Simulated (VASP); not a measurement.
# TiPt3 (P4/mmm) in VASP: single point with PBEsol

Aim: the single point of TiPt3 with PBEsol.

Program: VASP 6.6.1. These are calculated values, not measurements. Logs are shortened: lines on timing, memory, paths and dates and some standing lists are left out, and cuts for length are marked.

## Step 1: The cell of the first run

Symmetry: P4/mmm, No. 123, tetragonal system. Conventional cell: a = 3.914 Å, b = 3.914 Å, c = 3.841 Å, α = 90.00°, β = 90.00°, γ = 90.00°. Within 3.6 Å of Ti (site symmetry 4/mmm) lie 12 Pt at 2.74 to 2.77 Å. Pt (site symmetry 4/mmm) has 8 Pt at 2.74 Å and 4 Ti at 2.77 Å within 3.6 Å. Pt (site symmetry mmm) has 4 Ti at 2.74 Å and 8 Pt at 2.74 to 2.77 Å within 3.6 Å.

## Step 2: Single point, PBEsol (uniaxial strain along a: -1.5 %)

The input, INCAR:

```
  PREC = Accurate
  ENCUT = 500
  EDIFF = 1E-6
  ISMEAR = 0
  SIGMA = 0.1
  LREAL = False
  LASPH = True
  NELM = 120
  ALGO = Normal
  ISIF = 2
  LWAVE = False
  LCHARG = False
  GGA = PS
  NBANDS = 29
  GGA_COMPAT = False
```

The input, KPOINTS:

```
Automatic mesh
0
Gamma
  14 14 14
```

The input, POSCAR:

```
TiPt3
1.0
    3.8408634187      0.0000000000      0.0000000000
    0.0000000000      3.9139763010      0.0000000000
    0.0000000000      0.0000000000      3.9139763010
Ti Pt
1 3
Direct
    0.0000000000      0.0000000000      0.0000000000
    0.0000000000      0.5000000000      0.5000000000
    0.5000000000      0.0000000000      0.5000000000
    0.5000000000      0.5000000000      0.0000000000
```

Potentials or basis: VASP PAW PBE potentials, release 64 (Ti_sv, Pt).

Run with:

```
cat potpaw_PBE.64/Ti_sv/POTCAR potpaw_PBE.64/Pt/POTCAR > POTCAR
mpirun -np 1 vasp_std > vasp.out
```

OUTCAR:

```text
PREC = Accurate
   ENCUT = 500
   EDIFF = 1E-6
   ISMEAR = 0
   LREAL = False
   LASPH = True
   NELM = 120
   ISIF = 2
   GGA = PS

 ion  position               nearest neighbor table
   1  0.000  0.000  0.000-   3 2.74   4 2.74   3 2.74   4 2.74   3 2.74   4 2.74   3 2.74   4 2.74
                             2 2.77   2 2.77   2 2.77   2 2.77
   2  0.000  0.500  0.500-   3 2.74   4 2.74   4 2.74   3 2.74   3 2.74   4 2.74   4 2.74   3 2.74
                             1 2.77   1 2.77   1 2.77   1 2.77
   3  0.500  0.000  0.500-   1 2.74   2 2.74   1 2.74   2 2.74   1 2.74   2 2.74   1 2.74   2 2.74
                             4 2.77   4 2.77   4 2.77   4 2.77
   4  0.500  0.500  0.000-   1 2.74   2 2.74   2 2.74   1 2.74   1 2.74   2 2.74   2 2.74   1 2.74
                             3 2.77   3 2.77   3 2.77   3 2.77

  LATTYP: Found a simple tetragonal cell.
 ALAT       =     3.9139763010
 C/A-ratio  =     0.9813200498

  Lattice vectors:

 A1 = (   0.0000000000,   3.9139763010,   0.0000000000)
 A2 = (   0.0000000000,   0.0000000000,   3.9139763010)
 A3 = (   3.8408634187,   0.0000000000,   0.0000000000)

Analysis of symmetry for initial positions (statically):
=====================================================================
 Subroutine PRICEL returns:
 Original cell was already a primitive cell.

 Routine SETGRP: Setting up the symmetry group for a
 simple tetragonal supercell.

 Subroutine GETGRP returns: Found 16 space group operations
 (whereof 16 operations were pure point group operations)
 out of a pool of 16 trial point group operations.

The static configuration has the point symmetry D_4h.

Analysis of symmetry for dynamics (positions and initial velocities):
=====================================================================
 Subroutine PRICEL returns:
 Original cell was already a primitive cell.

 Routine SETGRP: Setting up the symmetry group for a
 simple tetragonal supercell.

 Subroutine GETGRP returns: Found 16 space group operations
 (whereof 16 operations were pure point group operations)
 out of a pool of 16 trial point group operations.

The dynamic configuration has the point symmetry D_4h.

 Subroutine INISYM returns: Found 16 space group operations
 (whereof 16 operations are pure point group operations),
 and found     1 'primitive' translations

----------------------------------------------------------------------------------------

                                     Primitive cell

  volume of cell :      58.8390

  direct lattice vectors                    reciprocal lattice vectors
     3.840863419  0.000000000  0.000000000     0.260358126  0.000000000  0.000000000
     0.000000000  3.913976301  0.000000000     0.000000000  0.255494649  0.000000000
     0.000000000  0.000000000  3.913976301     0.000000000  0.000000000  0.255494649

  length of vectors
     3.840863419  3.913976301  3.913976301     0.260358126  0.255494649  0.255494649

  position of ions in fractional coordinates (direct lattice)
     0.000000000  0.000000000  0.000000000
     0.000000000  0.500000000  0.500000000
     0.500000000  0.000000000  0.500000000
     0.500000000  0.500000000  0.000000000

  ion indices of the primitive-cell ions
   primitive index   ion index
                 1           1
                 2           2
                 3           3
                 4           4

----------------------------------------------------------------------------------------

 KPOINTS: Automatic mesh

Automatic generation of k-mesh.
 Grid dimensions read from file:
 generate k-points for:   14   14   14

 Generating k-lattice:

  Cartesian coordinates                     Fractional coordinates (reciprocal lattice)
     0.018597009  0.000000000  0.000000000     0.071428571  0.000000000  0.000000000
     0.000000000  0.018249618  0.000000000     0.000000000  0.071428571  0.000000000
     0.000000000  0.000000000  0.018249618     0.000000000  0.000000000  0.071428571

  Length of vectors
     0.018597009  0.018249618  0.018249618

  Shift w.r.t. Gamma in fractional coordinates (k-lattice)
     0.000000000  0.000000000  0.000000000

 Subroutine IBZKPT returns following result:
 ===========================================

 Found    288 irreducible k-points:

 Following reciprocal coordinates:
            Coordinates               Weight
  0.000000  0.000000  0.000000      1.000000
  0.071429  0.000000  0.000000      2.000000
  0.142857  0.000000  0.000000      2.000000
  0.214286  0.000000  0.000000      2.000000
  0.285714  0.000000  0.000000      2.000000
  0.357143  0.000000  0.000000      2.000000
[... 16 lines left out ...]
  0.428571  0.142857  0.000000      8.000000
  0.500000  0.142857  0.000000      4.000000
 [... further k-points ...]
   k-points           NKPTS =    288   k-points in BZ     NKDIM =    288   number of bands    NBANDS=     29
   number of dos      NEDOS =    301   number of ions     NIONS =      4
   total plane-waves  NPLWV =  25200
   dimension x,y,z NGX =    28 NGY =   30 NGZ =   30
   dimension x,y,z NGXF=    56 NGYF=   60 NGZF=   60
   ions per type =               1   3
   NGX,Y,Z   is equivalent  to a cutoff of  12.12, 12.74, 12.74 a.u.
   NGXF,Y,Z  is equivalent  to a cutoff of  24.24, 25.48, 25.48 a.u.
 SYSTEM =  unknown system
   PREC   = accura    normal or accurate (medium, high low for compatibility)
   ISTART =      0    job   : 0-new  1-cont  2-samecut
   ICHARG =      2    charge: 1-file 2-atom 10-const
   ISPIN  =      1    spin polarized calculation?
   LNONCOLLINEAR =      F non collinear calculations
   LSORBIT =      F    spin-orbit coupling
   LASPH  =      T    aspherical Exc in radial PAW
   ENCUT  =  500.0 eV  36.75 Ry    6.06 a.u.   7.00  7.14  7.14*2*pi/ulx,y,z
   NELM   =    120;   NELMIN=  2; NELMDL= -5     # of ELM steps
   EDIFF  = 0.1E-05   stopping-criterion for ELM
   LREAL  =      F    real-space projection
   EDIFFG = 0.1E-04   stopping-criterion for IOM
   NSW    =      0    number of steps for IOM
   IBRION =     -1    ionic relax: 0-MD 1-quasi-New 2-CG
   NFREE  =      0    steps in history (QN), initial steepest desc. (CG)
   ISIF   =      2    stress and relaxation
   ISYM   =      2    0-nonsym 1-usesym 2-fastsym
   POTIM  = 0.5000    time-step for ionic-motion
   TEBEG  =    0.0;   TEEND  =   0.0 temperature during run
   PSTRESS=    0.0 pullay stress
   NELECT =      42.0000    total number of electrons
   NUPDOWN=      -1.0000    fix difference up-down
   EMIN   =  10.00;   EMAX   =-10.00  energy-range for DOS
   EFERMI =   0.00;   METHOD = LEGACY
   ISMEAR =     0;   SIGMA  =   0.10  broadening in eV -4-tet -1-fermi 0-gaus
   EFERMI_NEDOS =   21; number of points for ismear=-14 and -15
   IALGO  =     38    algorithm
   IMIX   =      4    mixing-type and parameters
     AMIX     =   0.40;   BMIX     =  1.00
     AMIX_MAG =   1.60;   BMIX_MAG =  1.00
  volume/ion in A,a.u.               =      14.71        99.27
  Fermi-wavevector in a.u.,A,eV,Ry     =   1.463085  2.764829 29.124866  2.140617
  Thomas-Fermi vector in A             =   2.579222
   LORBIT       =      0    0 simple, 1 ext, 2 COOP (PROOUT), +10 PAW based schemes
   GGA     = PS    functional components
   LHFCALC =     F    Hartree Fock is set to
   AEXX    =    0.0000 exact exchange contribution
   IVDW    =     0    specifies the selected vdW correction
   LEPSILON=     F    determine dielectric tensor
   LRPA    =     F    only Hartree local field effects (RPA)
 non-spin polarized calculation
 Gauss-broadening in eV      SIGMA  =   0.10
  energy-cutoff  :      500.00
  volume of cell :       58.84
 maximum number of plane-waves:      1518
   NGX = 15   NGY = 15   NGZ = 15

 number of electron      42.0000000 magnetization

 Free energy of the ion-electron system (eV)
  ---------------------------------------------------
  ext. energy  EPLUGINS =         0.00000000
  ---------------------------------------------------
  free energy    TOTEN  =       -32.75071896 eV

  energy without entropy =      -32.74501450  energy(sigma->0) =      -32.74786673

 E-fermi :  11.8107     XC(G=0): -13.4568

 val. band max:       11.8093954722   @ k =   0.5000   0.5000   0.4286
 cond. band min:      11.8110632427   @ k =   0.5000   0.1429   0.1429
 fundamental gap:      0.0016677705
 Fermi energy:        11.8107382708

 k-point     1 :       0.0000    0.0000    0.0000
  band No.  band energies     occupation
      1     -46.1349      2.00000
      2     -22.4586      2.00000
      3     -22.4586      2.00000
      4     -22.4547      2.00000
      5       1.4651      2.00000
      6       4.2965      2.00000
[... 21 lines left out ...]
     28      13.9093      0.00000
     29      20.0970      0.00000

 k-point     2 :       0.0714    0.0000    0.0000
  band No.  band energies     occupation
      1     -46.1348      2.00000
      2     -22.4588      2.00000
      3     -22.4588      2.00000
      4     -22.4563      2.00000
      5       1.5356      2.00000
      6       4.3424      2.00000
[... 21 lines left out ...]
     28      14.3076      0.00000
     29      19.9704      0.00000

 k-point     3 :       0.1429    0.0000    0.0000
  band No.  band energies     occupation
      1     -46.1345      2.00000
      2     -22.4610      2.00000
      3     -22.4595      2.00000
      4     -22.4595      2.00000
      5       1.7441      2.00000
      6       4.4755      2.00000
[... 21 lines left out ...]
     28      15.1369      0.00000
     29      19.6473      0.00000

 k-point     4 :       0.2143    0.0000    0.0000
  band No.  band energies     occupation
      1     -46.1341      2.00000
      2     -22.4678      2.00000
      3     -22.4606      2.00000
      4     -22.4606      2.00000
      5       2.0811      2.00000
      6       4.6786      2.00000
[... 597 lines left out ...]
     28      18.3850      0.00000
     29      18.6350      0.00000

 k-point    23 :       0.4286    0.1429    0.0000
  band No.  band energies     occupation
      1     -46.1327      2.00000
      2     -22.4853      2.00000
      3     -22.4663      2.00000
      4     -22.4642      2.00000
      5       3.7382      2.00000
      6       5.1229      2.00000
[... 21 lines left out ...]
     28      18.2690      0.00000
     29      19.5367      0.00000

 k-point    24 :       0.5000    0.1429    0.0000
  band No.  band energies     occupation
      1     -46.1326      2.00000
      2     -22.4868      2.00000
      3     -22.4665      2.00000
      4     -22.4644      2.00000
      5       3.9844      2.00000
      6       5.0307      2.00000
[... 21 lines left out ...]
     28      18.2587      0.00000
     29      20.1667      0.00000

 [... further k-points ...]

------------------------ aborting loop because EDIFF is reached ----------------------------------------

  FORCE on cell =-STRESS in cart. coord.  units (eV):
  Direction    XX          YY          ZZ          XY          YZ          ZX
  --------------------------------------------------------------------------------------
  -------------------------------------------------------------------------------------
  Total        1.5196968      0.2822050      0.2822050     -0.0000000      0.0000000      0.0000000
  in kB       41.3811252      7.6844001      7.6844001     -0.0000000      0.0000000      0.0000000
  external PRESSURE =      18.9166418 kB  Pullay stress =       0.0000000 kB

 VOLUME and BASIS-vectors are now :
 -----------------------------------------------------------------------------
  energy-cutoff  :      500.00
  volume of cell :       58.84
      direct lattice vectors                 reciprocal lattice vectors
     3.840863419  0.000000000  0.000000000     0.260358126  0.000000000  0.000000000
     0.000000000  3.913976301  0.000000000     0.000000000  0.255494649  0.000000000
     0.000000000  0.000000000  3.913976301     0.000000000  0.000000000  0.255494649

 POSITION                                       TOTAL-FORCE (eV/Angst)
 -----------------------------------------------------------------------------------
      0.00000      0.00000      0.00000         0.000000      0.000000      0.000000
      0.00000      1.95699      1.95699         0.000000      0.000000      0.000000
      1.92043      0.00000      1.95699         0.000000      0.000000      0.000000
      1.92043      1.95699      0.00000         0.000000      0.000000      0.000000
 -----------------------------------------------------------------------------------
    total drift:                                0.000000      0.000000      0.000000

  FREE ENERGIE OF THE ION-ELECTRON SYSTEM (eV)
  ---------------------------------------------------
  free  energy   TOTEN  =       -32.7507189622 eV

  energy  without entropy=      -32.7450144967  energy(sigma->0) =      -32.74786673
```

Run time: 11 min. Hardware: 1 thread of Oxide Virtual Turin-like, shared host; peak memory 0.45 GiB.

Results:

| Item | Value |
| --- | --- |
| Free energy | -32.7507 eV |
| Pressure | 1.9 GPa |
| Band gap on the k mesh | zero (bands 21 and 22 overlap by 1.87 eV) |

Caveat: the cell differs from its parent crystal (uniaxial strain along a: -1.5 %); the PAW data sets were made with another functional, which shifts forces and pressure a little; spin-orbit coupling is left out, which moves the levels of the heavy elements.
